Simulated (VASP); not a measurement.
# PbI2 (P-3m1) in VASP: notebook

PbI2 is run at these levels: PBE; tasks: single point, electric field gradients.

Everything below comes from runs of VASP 6.6.1. Logs are shortened: lines on timing, memory, paths and dates and some standing lists are left out, and cuts for length are marked.

### Step 1. The cell of the first run

The structure is trigonal, space group P-3m1 (No. 164). Conventional cell: a = 4.555 Å, b = 4.555 Å, c = 6.977 Å, α = 90.00°, β = 90.00°, γ = 120.00°. Pb (site symmetry -3m) has 6 I at 3.21 Å within 4.2 Å. I (site symmetry 3m) has 3 Pb at 3.21 Å and 3 I at 4.20 Å within 4.3 Å.

### Step 2. Single point, PBE

File POSCAR:

```
PbI2
1.0
    4.5550018558      0.0000000000      0.0000000000
   -2.2775009279      3.9447473214      0.0000000000
    0.0000000000      0.0000000000      6.9770000000
Pb I
1 2
Direct
    0.0000000000      0.0000000000      0.0000000000
    0.3333333333      0.6666666667      0.2650000000
    0.6666666667      0.3333333333      0.7350000000
```

File INCAR.step1:

```
SYSTEM = PbI2
PREC = Accurate
ENCUT = 400
EDIFF = 1E-6
ISMEAR = -1
SIGMA = 0.02
LREAL = .False.
LASPH = .True.
NELM = 120
ALGO = Normal
ISIF = 2
LWAVE = .False.
LCHARG = .True.
GGA = PE
NBANDS = 21
GGA_COMPAT = .False.
NEDOS = 2001
LORBIT = 11
```

File KPOINTS.step1:

```
Automatic mesh
0
Gamma
  8 8 5
  0 0 0
```

File INCAR.step2:

```
SYSTEM = PbI2
PREC = Accurate
ENCUT = 400
EDIFF = 1E-6
ISMEAR = -5
SIGMA = 0.02
LREAL = .False.
LASPH = .True.
NELM = 120
ALGO = Normal
ISIF = 2
LWAVE = .False.
LCHARG = .False.
GGA = PE
LORBIT = 11
NBANDS = 21
NEDOS = 2001
ICHARG = 11
GGA_COMPAT = .False.
```

File KPOINTS.step2:

```
Automatic mesh
0
Gamma
  12 12 8
  0 0 0
```

Potentials or basis: VASP PAW PBE potentials, release 64 (Pb_d, I).

Launch:

```bash
$ cat potpaw_PBE.64/Pb_d/POTCAR potpaw_PBE.64/I/POTCAR > POTCAR
$ cp INCAR.step1 INCAR
$ cp KPOINTS.step1 KPOINTS
$ mpirun -np 1 vasp_std > vasp.out
$ cp INCAR.step2 INCAR
$ cp KPOINTS.step2 KPOINTS
$ mpirun -np 1 vasp_std > vasp.out
```

OUTCAR:

```text
SYSTEM = PbI2
   PREC = Accurate
   ENCUT = 400
   EDIFF = 1E-6
   ISMEAR = -5
   LREAL = .False.
   LASPH = .True.
   NELM = 120
   ISIF = 2
   GGA = PE
   LORBIT = 11
   ICHARG = 11

 ion  position               nearest neighbor table
   1  0.000  0.000  0.000-   2 3.21   3 3.21   2 3.21   3 3.21   3 3.21   2 3.21
   2  0.333  0.667  0.265-   1 3.21   1 3.21   1 3.21
   3  0.667  0.333  0.735-   1 3.21   1 3.21   1 3.21

  LATTYP: Found a hexagonal cell.
 ALAT       =     4.5550018558
 C/A-ratio  =     1.5317227568

  Lattice vectors:

 A1 = (   4.5550018558,   0.0000000000,   0.0000000000)
 A2 = (  -2.2775009279,   3.9447473214,   0.0000000000)
 A3 = (   0.0000000000,   0.0000000000,   6.9770000000)

Analysis of symmetry for initial positions (statically):
=====================================================================
 Subroutine PRICEL returns:
 Original cell was already a primitive cell.

 Routine SETGRP: Setting up the symmetry group for a
 hexagonal supercell.

 Subroutine GETGRP returns: Found 12 space group operations
 (whereof 12 operations were pure point group operations)
 out of a pool of 24 trial point group operations.

The static configuration has the point symmetry D_3d.

Analysis of symmetry for dynamics (positions and initial velocities):
=====================================================================
 Subroutine PRICEL returns:
 Original cell was already a primitive cell.

 Routine SETGRP: Setting up the symmetry group for a
 hexagonal supercell.

 Subroutine GETGRP returns: Found 12 space group operations
 (whereof 12 operations were pure point group operations)
 out of a pool of 24 trial point group operations.

The dynamic configuration has the point symmetry D_3d.

 Subroutine INISYM returns: Found 12 space group operations
 (whereof 12 operations are pure point group operations),
 and found     1 'primitive' translations

----------------------------------------------------------------------------------------

                                     Primitive cell

  volume of cell :     125.3650

  direct lattice vectors                    reciprocal lattice vectors
     4.555001856  0.000000000  0.000000000     0.219538879  0.126750831  0.000000000
    -2.277500928  3.944747321  0.000000000     0.000000000  0.253501661  0.000000000
     0.000000000  0.000000000  6.977000000     0.000000000  0.000000000  0.143328078

  length of vectors
     4.555001856  4.555001856  6.977000000     0.253501661  0.253501661  0.143328078

  position of ions in fractional coordinates (direct lattice)
     0.000000000  0.000000000  0.000000000
     0.333333333  0.666666667  0.265000000
     0.666666667  0.333333333  0.735000000

  ion indices of the primitive-cell ions
   primitive index   ion index
                 1           1
                 2           2
                 3           3

----------------------------------------------------------------------------------------

 KPOINTS: Automatic mesh

Automatic generation of k-mesh.
 Grid dimensions read from file:
 generate k-points for:   12   12    8

 Generating k-lattice:

  Cartesian coordinates                     Fractional coordinates (reciprocal lattice)
     0.018294907  0.010562569  0.000000000     0.083333333 -0.000000000  0.000000000
     0.000000000  0.021125138  0.000000000     0.000000000  0.083333333  0.000000000
     0.000000000  0.000000000  0.017916010     0.000000000  0.000000000  0.125000000

  Length of vectors
     0.021125138  0.021125138  0.017916010

  Shift w.r.t. Gamma in fractional coordinates (k-lattice)
     0.000000000  0.000000000  0.000000000

 TETIRR: Found   1652 inequivalent tetrahedra from     6912

 Subroutine IBZKPT returns following result:
 ===========================================

 Found    131 irreducible k-points:

 Following reciprocal coordinates:
            Coordinates               Weight
  0.000000  0.000000  0.000000      1.000000
  0.083333 -0.000000  0.000000      6.000000
  0.166667  0.000000  0.000000      6.000000
  0.250000 -0.000000  0.000000      6.000000
  0.333333  0.000000  0.000000      6.000000
  0.416667 -0.000000  0.000000      6.000000
[... 16 lines left out ...]
  0.166667  0.000000  0.125000      6.000000
  0.000000  0.166667  0.125000      6.000000
 [... further k-points ...]
   k-points           NKPTS =    131   k-points in BZ     NKDIM =    131   number of bands    NBANDS=     21
   number of dos      NEDOS =   2001   number of ions     NIONS =      3
   total plane-waves  NPLWV =  43200
   dimension x,y,z NGX =    30 NGY =   30 NGZ =   48
   dimension x,y,z NGXF=    60 NGYF=   60 NGZF=   96
   ions per type =               1   2
   NGX,Y,Z   is equivalent  to a cutoff of  10.95, 10.95, 11.44 a.u.
   NGXF,Y,Z  is equivalent  to a cutoff of  21.90, 21.90, 22.87 a.u.
 SYSTEM =  PbI2
   PREC   = accura    normal or accurate (medium, high low for compatibility)
   ISTART =      0    job   : 0-new  1-cont  2-samecut
   ICHARG =     11    charge: 1-file 2-atom 10-const
   ISPIN  =      1    spin polarized calculation?
   LNONCOLLINEAR =      F non collinear calculations
   LSORBIT =      F    spin-orbit coupling
   LASPH  =      T    aspherical Exc in radial PAW
   ENCUT  =  400.0 eV  29.40 Ry    5.42 a.u.   7.43  7.43 11.38*2*pi/ulx,y,z
   NELM   =    120;   NELMIN=  2; NELMDL=  0     # of ELM steps
   EDIFF  = 0.1E-05   stopping-criterion for ELM
   LREAL  =      F    real-space projection
   EDIFFG = 0.1E-04   stopping-criterion for IOM
   NSW    =      0    number of steps for IOM
   IBRION =     -1    ionic relax: 0-MD 1-quasi-New 2-CG
   NFREE  =      0    steps in history (QN), initial steepest desc. (CG)
   ISIF   =      2    stress and relaxation
   ISYM   =      2    0-nonsym 1-usesym 2-fastsym
   POTIM  = 0.5000    time-step for ionic-motion
   TEBEG  =    0.0;   TEEND  =   0.0 temperature during run
   PSTRESS=    0.0 pullay stress
   NELECT =      28.0000    total number of electrons
   NUPDOWN=      -1.0000    fix difference up-down
   EMIN   =  10.00;   EMAX   =-10.00  energy-range for DOS
   EFERMI =   0.00;   METHOD = LEGACY
   ISMEAR =    -5;   SIGMA  =   0.02  broadening in eV -4-tet -1-fermi 0-gaus
   EFERMI_NEDOS =   21; number of points for ismear=-14 and -15
   IALGO  =     38    algorithm
   IMIX   =      4    mixing-type and parameters
     AMIX     =   0.40;   BMIX     =  1.00
     AMIX_MAG =   1.60;   BMIX_MAG =  1.00
  volume/ion in A,a.u.               =      41.79       282.00
  Fermi-wavevector in a.u.,A,eV,Ry     =   0.993273  1.877014 13.423392  0.986591
  Thomas-Fermi vector in A             =   2.125143
   LORBIT       =     11    0 simple, 1 ext, 2 COOP (PROOUT), +10 PAW based schemes
   GGA     = PE    functional components
   LHFCALC =     F    Hartree Fock is set to
   AEXX    =    0.0000 exact exchange contribution
   IVDW    =     0    specifies the selected vdW correction
   LEPSILON=     F    determine dielectric tensor
   LRPA    =     F    only Hartree local field effects (RPA)
 non-spin polarized calculation
 Fermi weights with tetrahedron method with Bloechl corrections
  energy-cutoff  :      400.00
  volume of cell :      125.37
 maximum number of plane-waves:      2299
 NGX is ok and might be reduce to    30

 number of electron      27.9999994 magnetization

 Free energy of the ion-electron system (eV)
  ---------------------------------------------------
  ext. energy  EPLUGINS =         0.00000000
  ---------------------------------------------------
  free energy    TOTEN  =        -8.55112813 eV

  energy without entropy =       -8.55112813  energy(sigma->0) =       -8.55112813

 E-fermi :   2.6959     XC(G=0):  -8.1291

 val. band max:        2.6824782938   @ k =   0.0000   0.0000   0.5000
 cond. band min:       4.8981106217   @ k =   0.0000   0.0000   0.5000
 fundamental gap:      2.2156323279
 Fermi energy:         2.6958931816

 k-point     1 :       0.0000    0.0000    0.0000
  band No.  band energies     occupation
      1     -13.4351      2.00000
      2     -13.4351      2.00000
      3     -13.4175      2.00000
      4     -13.4094      2.00000
      5     -13.4094      2.00000
      6      -9.5439      2.00000
[... 13 lines left out ...]
     20      10.5687      0.00000
     21      10.5721      0.00000

 k-point     2 :       0.0833   -0.0000    0.0000
  band No.  band energies     occupation
      1     -13.4378      2.00000
      2     -13.4342      2.00000
      3     -13.4167      2.00000
      4     -13.4099      2.00000
      5     -13.4090      2.00000
      6      -9.5118      2.00000
[... 13 lines left out ...]
     20      10.0815      0.00000
     21      10.5996      0.00000

 k-point     3 :       0.1667    0.0000    0.0000
  band No.  band energies     occupation
      1     -13.4454      2.00000
      2     -13.4323      2.00000
      3     -13.4150      2.00000
      4     -13.4106      2.00000
      5     -13.4075      2.00000
      6      -9.4192      2.00000
[... 13 lines left out ...]
     20      10.0960      0.00000
     21      10.6604      0.00000
[... 457 lines left out ...]
 k-point    23 :       0.1667    0.0000    0.1250
  band No.  band energies     occupation
      1     -13.4455      2.00000
      2     -13.4323      2.00000
      3     -13.4149      2.00000
      4     -13.4105      2.00000
      5     -13.4075      2.00000
      6      -9.4023      2.00000
[... 13 lines left out ...]
     20      10.3650      0.00000
     21      10.5558      0.00000

 k-point    24 :       0.0000    0.1667    0.1250
  band No.  band energies     occupation
      1     -13.4455      2.00000
      2     -13.4323      2.00000
      3     -13.4150      2.00000
      4     -13.4106      2.00000
      5     -13.4075      2.00000
      6      -9.4023      2.00000
[... 13 lines left out ...]
     20       9.8709      0.00000
     21      10.4409      0.00000

 [... further k-points ...]
[... 5 lines left out ...]
  --------------------------------------------------------------------------------------
  -------------------------------------------------------------------------------------
  Total        1.3896842      1.3896842      1.4510953      0.0000000     -0.0000000      0.0000000
  in kB       17.7602978     17.7602978     18.5451364      0.0000000     -0.0000000      0.0000000
  external PRESSURE =      18.0219107 kB  Pullay stress =       0.0000000 kB

 VOLUME and BASIS-vectors are now :
 -----------------------------------------------------------------------------
  energy-cutoff  :      400.00
  volume of cell :      125.37
      direct lattice vectors                 reciprocal lattice vectors
     4.555001856  0.000000000  0.000000000     0.219538879  0.126750831  0.000000000
    -2.277500928  3.944747321  0.000000000     0.000000000  0.253501661  0.000000000
     0.000000000  0.000000000  6.977000000     0.000000000  0.000000000  0.143328078

 POSITION                                       TOTAL-FORCE (eV/Angst)
 -----------------------------------------------------------------------------------
      0.00000      0.00000      0.00000         0.000000      0.000000     -0.000000
     -0.00000      2.62983      1.84891        -0.000000      0.000000      0.171603
      2.27750      1.31492      5.12809         0.000000     -0.000000     -0.171603
 -----------------------------------------------------------------------------------
    total drift:                                0.000000     -0.000000     -0.000000

  FREE ENERGIE OF THE ION-ELECTRON SYSTEM (eV)
  ---------------------------------------------------
  free  energy   TOTEN  =        -8.5511281252 eV

  energy  without entropy=       -8.5511281252  energy(sigma->0) =       -8.55112813

 total charge

# of ion       s       p       d       tot
------------------------------------------
    1        1.500   0.495   9.839  11.834
    2        1.515   2.771   0.012   4.298
    3        1.515   2.771   0.012   4.298
--------------------------------------------------
tot          4.530   6.038   9.862  20.430
```

Run time: 2.2 min. Hardware: 1 thread of Intel Xeon Platinum 8488C (Sapphire Rapids), shared host; peak memory 0.35 GiB.

Results:

```
Valence electrons inside the program's atomic spheres : Pb 11.83; I 4.30
```

Levels at points of the mesh, in eV from the valence-band top:
| k point | band 10 | band 11 | band 12 | band 13 | band 14 | band 15 | band 16 | band 17 | band 18 | band 19 |
| --- | --- | --- | --- | --- | --- | --- | --- | --- | --- | --- |
| (0.00, 0.00, 0.00) | -1.03 | -1.03 | -0.94 | -0.94 | -0.71 | 2.46 | 3.35 | 3.35 | 6.41 | 7.47 |
| (0.50, 0.00, 0.00) | -2.40 | -2.10 | -1.57 | -0.78 | -0.38 | 2.87 | 3.70 | 4.75 | 5.07 | 8.04 |
| (0.00, 0.00, 0.50) | -1.16 | -1.16 | -0.76 | -0.76 | 0.00 | 2.22 | 3.17 | 3.17 | 6.41 | 7.31 |
| (0.50, 0.00, 0.50) | -1.89 | -1.74 | -1.35 | -1.14 | -0.66 | 3.24 | 3.74 | 4.16 | 5.79 | 7.59 |

Caveat: spin-orbit coupling is left out, which moves the levels of the heavy elements; this functional lacks dispersion, which binds layers or chains, so the pressure and a relaxed spacing across them are unreliable.

### Step 3. Electric field gradients, PBE

File INCAR:

```
SYSTEM = PbI2
ALGO = Normal
EDIFF = 1E-8
ENCUT = 400
GGA = PE
GGA_COMPAT = .False.
ISIF = 2
ISMEAR = -1
LASPH = .True.
LCHARG = .False.
LEFG = .True.
LREAL = .False.
LWAVE = .False.
NBANDS = 21
NELM = 120
PREC = Accurate
SIGMA = 0.02
```

File KPOINTS:

```
k-points
0
Gamma
  10 10 6
  0 0 0
```

POSCAR is that of step 2.

Potentials or basis: VASP PAW PBE potentials, release 64 (Pb_d, I).

Launch:

```bash
$ cat potpaw_PBE.64/Pb_d/POTCAR potpaw_PBE.64/I/POTCAR > POTCAR
$ mpirun -np 1 vasp_std > vasp.out
```

OUTCAR:

```text
SYSTEM = PbI2
   EDIFF = 1E-8
   ENCUT = 400
   GGA = PE
   ISIF = 2
   ISMEAR = -1
   LASPH = .True.
   LREAL = .False.
   NELM = 120
   PREC = Accurate

 ion  position               nearest neighbor table
   1  0.000  0.000  0.000-   2 3.21   3 3.21   2 3.21   3 3.21   3 3.21   2 3.21
   2  0.333  0.667  0.265-   1 3.21   1 3.21   1 3.21
   3  0.667  0.333  0.735-   1 3.21   1 3.21   1 3.21

[... 800 lines left out ...]
  free  energy   TOTEN  =        -8.5511509703 eV

  energy  without entropy=       -8.5511509703  energy(sigma->0) =       -8.55115097

 Electric field gradients (V/A^2)
---------------------------------------------------------------------
 ion       V_xx      V_yy      V_zz      V_xy      V_xz      V_yz
---------------------------------------------------------------------
   1      -8.701    -8.699    17.400     0.001    -0.000     0.000
   2      -2.417    -2.418     4.834    -0.001     0.000    -0.000
   3      -2.417    -2.418     4.834    -0.001     0.000    -0.000
---------------------------------------------------------------------

 Electric field gradients after diagonalization (V/A^2)
 (convention: |V_zz| > |V_xx| > |V_yy|)
----------------------------------------------------------------------
 ion       V_xx      V_yy      V_zz     asymmetry (V_yy - V_xx)/ V_zz
----------------------------------------------------------------------
   1      -8.701    -8.699    17.400       0.000
   2      -2.418    -2.417     4.834       0.000
   3      -2.418    -2.417     4.834       0.000
----------------------------------------------------------------------

           NMR quadrupolar parameters

 Cq : quadrupolar parameter    Cq=e*Q*V_zz/h
 eta: asymmetry parameters     (V_yy - V_xx)/ V_zz
 Q  : nuclear electric quadrupole moment in mb (millibarn)
----------------------------------------------------------------------
 ion       Cq(MHz)       eta       Q (mb)
----------------------------------------------------------------------
   1       0.042       0.000       1.000
   2       0.012       0.000       1.000
   3       0.012       0.000       1.000
----------------------------------------------------------------------
```

It took 1.9 min on 1 thread of Intel Xeon Platinum 8488C (Sapphire Rapids), shared host; peak memory 0.26 GiB.

What came out:

| Quantity | Value |
| --- | --- |
| Free energy | -8.5512 eV |
| Pressure | 1.8 GPa |
| Largest force | 0.172 eV/Å |
| Band gap on the k mesh | 2.22 eV |
| Largest electric field gradient by atom | Pb +17.4; I +4.8 V/Å² |

Forces in eV/Å, atoms in the order of the input:
```
Pb   0.000  0.000  0.000
I    0.000  0.000  0.172
I    0.000  0.000 -0.172
```

Electric field gradients, principal values (V/Å²):
```csv
atom,least,middle,greatest (by size)
1 Pb,-8.699,-8.701,17.400
2 I,-2.417,-2.418,4.834
3 I,-2.417,-2.418,4.834
```

Caveat: without QUAD_EFG the Cq values of the log hold for a quadrupole moment of 1 mb, not for the nuclei; spin-orbit coupling is left out, which moves the levels of the heavy elements; this functional lacks dispersion, which binds layers or chains, so the pressure and a relaxed spacing across them are unreliable. A k mesh can miss the band edges.
